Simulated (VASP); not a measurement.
# MgSe (Fm-3m) in VASP: a series of runs

The runs below take MgSe through single point, with PBE, r2SCAN.

All numbers are computed with VASP 6.6.1; they aren't measurements. Logs are shortened: lines on timing, memory, paths and dates and some standing lists are left out, and cuts for length are marked.

**1. The cell of the first run**

It takes space group Fm-3m (No. 225, cubic). Conventional cell: a = 5.616 Å, b = 5.616 Å, c = 5.616 Å, α = 90.00°, β = 90.00°, γ = 90.00°. Mg (site symmetry m-3m) has 6 Se at 2.81 Å within 3.7 Å. Within 3.7 Å of Se (site symmetry m-3m) lie 6 Mg at 2.81 Å.

**2. Single point, PBE (volume changed by +6%)**

The input, INCAR:

```
SYSTEM = MgSe
  ALGO = Normal
  EDIFF = 1E-6
  ENCUT = 600
  GGA = PE
  GGA_COMPAT = .False.
  ISIF = 2
  ISMEAR = 0
  LASPH = .True.
  LCHARG = .False.
  LREAL = .False.
  LWAVE = .False.
  NBANDS = 11
  NELM = 120
  PREC = Accurate
  SIGMA = 0.01
```

The input, KPOINTS:

```
k-points
0
Gamma
  6 6 6
  0 0 0
```

The input, POSCAR:

```
MgSe
1.0
    0.0000000000      2.8082148624      2.8082148624
    2.8082148624      0.0000000000      2.8082148624
    2.8082148624      2.8082148624      0.0000000000
Mg Se
1 1
Direct
    0.0000000000      0.0000000000      0.0000000000
    0.5000000000      0.5000000000      0.5000000000
```

Potentials or basis: VASP PAW PBE potentials, release 64 (Mg, Se).

Run with:

```console
$ cat potpaw_PBE.64/Mg/POTCAR potpaw_PBE.64/Se/POTCAR > POTCAR
$ mpirun -np 1 vasp_std > vasp.out
```

OUTCAR:

```text
SYSTEM = MgSe
   EDIFF = 1E-6
   ENCUT = 600
   GGA = PE
   ISIF = 2
   ISMEAR = 0
   LASPH = .True.
   LREAL = .False.
   NELM = 120
   PREC = Accurate

 ion  position               nearest neighbor table
   1  0.000  0.000  0.000-   2 2.81   2 2.81   2 2.81   2 2.81   2 2.81   2 2.81
   2  0.500  0.500  0.500-   1 2.81   1 2.81   1 2.81   1 2.81   1 2.81   1 2.81

  LATTYP: Found a face centered cubic cell.
 ALAT       =     5.6164297248

  Lattice vectors:

 A1 = (   0.0000000000,   2.8082148624,   2.8082148624)
 A2 = (   2.8082148624,   0.0000000000,   2.8082148624)
 A3 = (   2.8082148624,   2.8082148624,   0.0000000000)

Analysis of symmetry for initial positions (statically):
=====================================================================
 Subroutine PRICEL returns:
 Original cell was already a primitive cell.

 Routine SETGRP: Setting up the symmetry group for a
 face centered cubic supercell.

 Subroutine GETGRP returns: Found 48 space group operations
 (whereof 48 operations were pure point group operations)
 out of a pool of 48 trial point group operations.

The static configuration has the point symmetry O_h .

Analysis of symmetry for dynamics (positions and initial velocities):
=====================================================================
 Subroutine PRICEL returns:
 Original cell was already a primitive cell.

 Routine SETGRP: Setting up the symmetry group for a
 face centered cubic supercell.

 Subroutine GETGRP returns: Found 48 space group operations
 (whereof 48 operations were pure point group operations)
 out of a pool of 48 trial point group operations.

The dynamic configuration has the point symmetry O_h .

 Subroutine INISYM returns: Found 48 space group operations
 (whereof 48 operations are pure point group operations),
 and found     1 'primitive' translations

----------------------------------------------------------------------------------------

                                     Primitive cell

  volume of cell :      44.2916

  direct lattice vectors                    reciprocal lattice vectors
     0.000000000  2.808214862  2.808214862    -0.178049054  0.178049054  0.178049054
     2.808214862  0.000000000  2.808214862     0.178049054 -0.178049054  0.178049054
     2.808214862  2.808214862  0.000000000     0.178049054  0.178049054 -0.178049054

  length of vectors
     3.971415544  3.971415544  3.971415544     0.308390008  0.308390008  0.308390008

[... 78 lines left out ...]
   ISYM   =      2    0-nonsym 1-usesym 2-fastsym
   POTIM  = 0.5000    time-step for ionic-motion
   TEBEG  =    0.0;   TEEND  =   0.0 temperature during run
   PSTRESS=    0.0 pullay stress
   NELECT =       8.0000    total number of electrons
   NUPDOWN=      -1.0000    fix difference up-down
   EMIN   =  10.00;   EMAX   =-10.00  energy-range for DOS
   EFERMI =   0.00;   METHOD = LEGACY
   ISMEAR =     0;   SIGMA  =   0.01  broadening in eV -4-tet -1-fermi 0-gaus
   EFERMI_NEDOS =   21; number of points for ismear=-14 and -15
   IALGO  =     38    algorithm
   IMIX   =      4    mixing-type and parameters
     AMIX     =   0.40;   BMIX     =  1.00
     AMIX_MAG =   1.60;   BMIX_MAG =  1.00
  volume/ion in A,a.u.               =      22.15       149.45
  Fermi-wavevector in a.u.,A,eV,Ry     =   0.925404  1.748759 11.651645  0.856372
  Thomas-Fermi vector in A             =   2.051254
   LORBIT       =      0    0 simple, 1 ext, 2 COOP (PROOUT), +10 PAW based schemes
   GGA     = PE    functional components
   LHFCALC =     F    Hartree Fock is set to
   AEXX    =    0.0000 exact exchange contribution
   IVDW    =     0    specifies the selected vdW correction
   LEPSILON=     F    determine dielectric tensor
   LRPA    =     F    only Hartree local field effects (RPA)
 non-spin polarized calculation
 Gauss-broadening in eV      SIGMA  =   0.01
  energy-cutoff  :      600.00
  volume of cell :       44.29
 maximum number of plane-waves:      1492
   NGX = 15   NGY = 15   NGZ = 15

 number of electron       8.0000000 magnetization

 Free energy of the ion-electron system (eV)
  ---------------------------------------------------
  ext. energy  EPLUGINS =         0.00000000
  ---------------------------------------------------
  free energy    TOTEN  =        -7.45845665 eV

  energy without entropy =       -7.45845665  energy(sigma->0) =       -7.45845665

 E-fermi :   2.5516     XC(G=0):  -9.1312

 val. band max:        2.5088918285   @ k =   0.0000   0.0000   0.0000
 cond. band min:       4.1538323569   @ k =   0.5000   0.5000   0.0000
 fundamental gap:      1.6449405283
 Fermi energy:         2.5516079725

 k-point     1 :       0.0000    0.0000    0.0000
  band No.  band energies     occupation
      1      -9.9700      2.00000
      2       2.5089      2.00000
      3       2.5089      2.00000
      4       2.5089      2.00000
      5       4.5375      0.00000
      6       9.9379      0.00000
      7       9.9379      0.00000
      8       9.9379      0.00000
      9      12.3085      0.00000
     10      12.3085      0.00000
     11      13.1453      0.00000
[... 197 lines left out ...]
 k-point    16 :      -0.3333    0.5000    0.1667
  band No.  band energies     occupation
      1      -8.7680      2.00000
      2      -0.8959      2.00000
      3       0.1465      2.00000
      4       0.3518      2.00000
      5       5.8266      0.00000
      6       8.3520      0.00000
      7      10.2821      0.00000
      8      11.6007      0.00000
      9      14.2915      0.00000
     10      15.6688      0.00000
     11      16.4152      0.00000

------------------------ aborting loop because EDIFF is reached ----------------------------------------

  FORCE on cell =-STRESS in cart. coord.  units (eV):
  Direction    XX          YY          ZZ          XY          YZ          ZX
  --------------------------------------------------------------------------------------
  -------------------------------------------------------------------------------------
  Total       -0.8943484     -0.8943484     -0.8943484     -0.0000000     -0.0000000      0.0000000
  in kB      -32.3516403    -32.3516403    -32.3516403     -0.0000000     -0.0000000      0.0000000
  external PRESSURE =     -32.3516403 kB  Pullay stress =       0.0000000 kB

 VOLUME and BASIS-vectors are now :
 -----------------------------------------------------------------------------
  energy-cutoff  :      600.00
  volume of cell :       44.29
      direct lattice vectors                 reciprocal lattice vectors
     0.000000000  2.808214862  2.808214862    -0.178049054  0.178049054  0.178049054
     2.808214862  0.000000000  2.808214862     0.178049054 -0.178049054  0.178049054
     2.808214862  2.808214862  0.000000000     0.178049054  0.178049054 -0.178049054

 POSITION                                       TOTAL-FORCE (eV/Angst)
 -----------------------------------------------------------------------------------
      0.00000      0.00000      0.00000        -0.000000     -0.000000      0.000000
      2.80821      2.80821      2.80821         0.000000      0.000000     -0.000000
 -----------------------------------------------------------------------------------
    total drift:                               -0.000000     -0.000000      0.000000

  FREE ENERGIE OF THE ION-ELECTRON SYSTEM (eV)
  ---------------------------------------------------
  free  energy   TOTEN  =        -7.4584566496 eV

  energy  without entropy=       -7.4584566496  energy(sigma->0) =       -7.45845665
```

stdout:

```text
POSCAR found type information on POSCAR MgSe
 POSCAR found :  2 types and       2 ions
 scaLAPACK will be used
 LDA part: xc-table for (Slater+PW92), standard interpolation
 POSCAR, INCAR and KPOINTS ok, starting setup
 FFT: planning ... GRIDC
 FFT: planning ... GRID_SOFT
 FFT: planning ... GRID
 WAVECAR not read
 entering main loop
```

Run time: 9.2 s. Hardware: 1 thread of Intel Xeon Platinum 8259CL at 2.50GHz (Skylake/Cascade Lake), shared host; peak memory 0.17 GiB.

What came out:

```
Free energy            : -7.4585 eV
Pressure               : -3.2 GPa
Band gap on the k mesh : 1.64 eV, indirect (least direct gap 2.03 eV)
```

Caveat: the cell differs from its parent crystal (volume changed by +6%). A k mesh can miss the band edges.

**3. Single point, r2SCAN (volume changed by -6%)**

The input, POSCAR:

```
MgSe
1.0
    0.0000000000      2.6804114708      2.6804114708
    2.6804114708      0.0000000000      2.6804114708
    2.6804114708      2.6804114708      0.0000000000
Mg Se
1 1
Direct
    0.0000000000      0.0000000000      0.0000000000
    0.5000000000      0.5000000000      0.5000000000
```

The input, INCAR.step1:

```
SYSTEM = MgSe
ALGO = Normal
EDIFF = 1E-5
ENCUT = 660
GGA = PE
GGA_COMPAT = .False.
ISMEAR = 0
LASPH = .True.
LCHARG = .False.
LREAL = .False.
LWAVE = .True.
NBANDS = 11
NELM = 120
PREC = Accurate
SIGMA = 0.01
```

The input, INCAR.step2:

```
SYSTEM = MgSe
ALGO = Normal
EDIFF = 1E-6
ENCUT = 660
GGA_COMPAT = .False.
ISIF = 2
ISMEAR = 0
ISTART = 1
LASPH = .True.
LCHARG = .False.
LMIXTAU = .True.
LREAL = .False.
LWAVE = .False.
METAGGA = R2SCAN
NBANDS = 11
NELM = 120
PREC = Accurate
SIGMA = 0.01
```

KPOINTS is that of step 2.

Potentials or basis: VASP PAW PBE potentials, release 64 (Mg, Se).

Run with:

```console
$ cat potpaw_PBE.64/Mg/POTCAR potpaw_PBE.64/Se/POTCAR > POTCAR
$ cp INCAR.step1 INCAR
$ mpirun -np 1 vasp_std > vasp.out
$ cp INCAR.step2 INCAR
$ mpirun -np 1 vasp_std > vasp.out
```

Wall time 49 s (1 thread of Intel Xeon Platinum 8259CL at 2.50GHz (Skylake/Cascade Lake), shared host); peak memory 0.19 GiB.

Results (log left out):

```yaml
Free_energy: -21.3487 eV
Pressure: 4.3 GPa
Band_gap_on_the_k_mesh: 2.55 eV, indirect (least direct gap 3.87 eV)
```

Levels at points of the mesh, in eV from the valence-band top:
| k point | band 2 | band 3 | band 4 | band 5 | band 6 | band 7 |
| --- | --- | --- | --- | --- | --- | --- |
| (0.00, 0.00, 0.00) | 0.00 | 0.00 | 0.00 | 3.87 | 8.00 | 8.00 |
| (0.50, 0.00, 0.00) | -5.27 | -0.67 | -0.67 | 4.59 | 6.77 | 6.77 |
| (0.50, 0.50, 0.00) | -4.61 | -1.95 | -1.95 | 2.55 | 4.37 | 13.39 |

Caveat: the cell differs from its parent crystal (volume changed by -6%); the PAW data sets were made with another functional, which shifts forces and pressure a little. A k mesh can miss the band edges.

**4. Single point, PBE**

This run uses another cell than the first one, of 20.49 Å³/atom, 0.925 times its volume.

The input, INCAR:

```
ALGO = Normal
EDIFF = 1E-6
ENCUT = 600
GGA = PE
GGA_COMPAT = False
ISIF = 2
ISMEAR = 0
LASPH = True
LCHARG = False
LREAL = False
LWAVE = False
NBANDS = 11
NELM = 120
PREC = Accurate
SIGMA = 0.01
```

The input, KPOINTS:

```
k-points
0
Gamma
  8 8 8
```

The input, POSCAR:

```
MgSe
1.0
    0.0000000000      2.7362693764      2.7362693764
    2.7362693764      0.0000000000      2.7362693764
    2.7362693764      2.7362693764      0.0000000000
Mg Se
1 1
Direct
    0.0000000000      0.0000000000      0.0000000000
    0.5000000000      0.5000000000      0.5000000000
```

Potentials or basis: VASP PAW PBE potentials, release 64 (Mg, Se).

Run with:

```console
$ cat potpaw_PBE.64/Mg/POTCAR potpaw_PBE.64/Se/POTCAR > POTCAR
$ mpirun -np 1 vasp_std > vasp.out
```

OUTCAR:

```text
EDIFF = 1E-6
   ENCUT = 600
   GGA = PE
   ISIF = 2
   ISMEAR = 0
   LASPH = True
   LREAL = False
   NELM = 120
   PREC = Accurate

 ion  position               nearest neighbor table
   1  0.000  0.000  0.000-   2 2.74   2 2.74   2 2.74   2 2.74   2 2.74   2 2.74
   2  0.500  0.500  0.500-   1 2.74   1 2.74   1 2.74   1 2.74   1 2.74   1 2.74

  LATTYP: Found a face centered cubic cell.
 ALAT       =     5.4725387528

  Lattice vectors:

 A1 = (   0.0000000000,   2.7362693764,   2.7362693764)
 A2 = (   2.7362693764,   0.0000000000,   2.7362693764)
[... 514 lines left out ...]
      8      12.1469      0.00000
      9      14.1527      0.00000
     10      14.7963      0.00000
     11      17.1780      0.00000

 [... further k-points ...]
[... 5 lines left out ...]
  --------------------------------------------------------------------------------------
  -------------------------------------------------------------------------------------
  Total        0.2839514      0.2839514      0.2839514      0.0000000      0.0000000     -0.0000000
  in kB       11.1031972     11.1031972     11.1031972      0.0000000      0.0000000     -0.0000000
  external PRESSURE =      11.1031972 kB  Pullay stress =       0.0000000 kB

 VOLUME and BASIS-vectors are now :
 -----------------------------------------------------------------------------
  energy-cutoff  :      600.00
  volume of cell :       40.97
      direct lattice vectors                 reciprocal lattice vectors
     0.000000000  2.736269376  2.736269376    -0.182730547  0.182730547  0.182730547
     2.736269376  0.000000000  2.736269376     0.182730547 -0.182730547  0.182730547
     2.736269376  2.736269376  0.000000000     0.182730547  0.182730547 -0.182730547

 POSITION                                       TOTAL-FORCE (eV/Angst)
 -----------------------------------------------------------------------------------
      0.00000      0.00000      0.00000        -0.000000      0.000000      0.000000
      2.73627      2.73627      2.73627         0.000000     -0.000000      0.000000
 -----------------------------------------------------------------------------------
    total drift:                               -0.000000     -0.000000      0.000000

  FREE ENERGIE OF THE ION-ELECTRON SYSTEM (eV)
  ---------------------------------------------------
  free  energy   TOTEN  =        -7.4880432970 eV

  energy  without entropy=       -7.4880432970  energy(sigma->0) =       -7.48804330
```

OSZICAR:

```text
N       E                     dE             d eps       ncg     rms          rms(c)
DAV:   1     0.264677953487E+02    0.26468E+02   -0.36189E+03   654   0.647E+02
DAV:   2    -0.608653113865E+01   -0.32554E+02   -0.30558E+02   788   0.106E+02
DAV:   3    -0.778364132178E+01   -0.16971E+01   -0.16939E+01   789   0.246E+01
DAV:   4    -0.779233671042E+01   -0.86954E-02   -0.86948E-02   709   0.207E+00
DAV:   5    -0.779239233940E+01   -0.55629E-04   -0.55628E-04   760   0.165E-01    0.297E+00
DAV:   6    -0.753133075405E+01    0.26106E+00   -0.46025E-01   698   0.253E+00    0.187E+00
DAV:   7    -0.748859305716E+01    0.42738E-01   -0.20801E-01   731   0.183E+00    0.940E-01
DAV:   8    -0.748813752652E+01    0.45553E-03   -0.10033E-02   683   0.531E-01    0.254E-01
DAV:   9    -0.748803507093E+01    0.10246E-03   -0.30370E-04   728   0.924E-02    0.119E-01
DAV:  10    -0.748804627184E+01   -0.11201E-04   -0.13985E-04   710   0.508E-02    0.238E-02
DAV:  11    -0.748804308926E+01    0.31826E-05   -0.19584E-05   719   0.178E-02    0.580E-03
DAV:  12    -0.748804329704E+01   -0.20778E-06   -0.66548E-07   404   0.482E-03
   1 F= -.74880433E+01 E0= -.74880433E+01  d E =-.284984E-37
```

It took 17 s on 1 thread of Intel Xeon Platinum 8259CL at 2.50GHz (Skylake/Cascade Lake), shared host; peak memory 0.18 GiB.

What came out:

```yaml
Free_energy: -7.4880 eV
Pressure: 1.1 GPa
Band_gap_on_the_k_mesh: 1.78 eV, indirect (least direct gap 2.52 eV)
```

A k mesh can miss the band edges. A hybrid or GW would open this gap; PBE tends to underestimate it.

**5. Summary**

| level | cell | k mesh | cutoff (eV) | gap on the mesh (eV) | pressure (GPa) |
| --- | --- | --- | --- | --- | --- |
| PBE | a = 3.971 Å, angles 60.0°, 2 atoms | 6 × 6 × 6 | 600 | 1.64 | -3.2 |
| r2SCAN | a = 3.791 Å, angles 60.0°, 2 atoms | 6 × 6 × 6 | 660 | 2.55 | 4.3 |
| PBE | a = 3.870 Å, angles 60.0°, 2 atoms | 8 × 8 × 8 | 600 | 1.78 | 1.1 |

Alike in all rows: task single point; potentials or basis VASP PAW PBE potentials, release 64 (Mg, Se); no spin polarisation; smearing gaussian 0.01 eV.

Caveats: the PAW data sets were made with another functional, which shifts forces and pressure a little (some runs).

Absolute energies hang on the potentials; compare differences alone.
